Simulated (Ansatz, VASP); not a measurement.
# AlN in VASP and in Ansatz

```
Al N
1.0
     0.00000    2.12681    2.12681
     2.12681    0.00000    2.12681
     2.12681    2.12681    0.00000
Al N
1 1
Direct
  0.00000 0.00000 0.00000
  0.25000 0.25000 0.25000
```

Change from the starting cell: volume scaled by 0.94, PAW files.

Alike in both runs: task single point; functional LDA; k mesh 17 × 17 × 17; occupations fermi-dirac, width 0.1 eV; no spin polarisation.

```csv
,VASP,Ansatz
version,VASP 6.6.1,Ansatz 0.2.0
potentials or method,"VASP PAW LDA potentials, release 64 (Al, N)","PAW with Ansatz's default frozen-core files, scalar-relativistic"
plane-wave cutoff (eV),520,420
valence electrons in the cell,8,8
```

```csv
,VASP,Ansatz,Ansatz less VASP
pressure (GPa),15.6,14.7,-0.90
```

LDA's correlation is that of Perdew and Zunger in VASP and of Perdew and Wang (1992) in Ansatz.
